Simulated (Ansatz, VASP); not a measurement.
# W: VASP beside Ansatz

```xyz
1
Lattice="-1.5772 1.5772 1.5299 1.5772 -1.5772 1.5299 1.5772 1.5772 -1.5299" Properties=species:S:1:pos:R:3 pbc="T T T"
W     0.0000    0.0000    0.0000
```

Change from the starting cell: strain +0.000 along x and y, -0.030 along z, atoms carried along.

Alike in both runs: task single point; functional PBEsol; k mesh 26 × 26 × 26; occupations gaussian, width 0.15 eV; no spin polarisation.

|  | VASP | Ansatz |
| --- | --- | --- |
| version | VASP 6.6.1 | Ansatz 0.2.0 |
| potentials or method | VASP PAW PBE potentials, release 64 (W_sv), cutoff 520 eV | scalar-relativistic, plane waves, PAW |
| valence electrons in the cell | 14 | 14 |

Ansatz gave:

```
gap on the k mesh at the Fermi level (eV)                     : none
pressure (GPa)                                                : 10.6
traceless stress, the component that is largest in VASP (GPa) : 7.42
```

Question: Estimate VASP's values.

Answer: gap on the k mesh at the Fermi level (eV): none; pressure (GPa): 11.4; traceless stress, the component that is largest in VASP (GPa): 7.41.

VASP's potentials were made for PBE, not for PBEsol. A gap of «none» marks a metal or a gap that the smearing closes.

Spin-orbit coupling is off throughout.
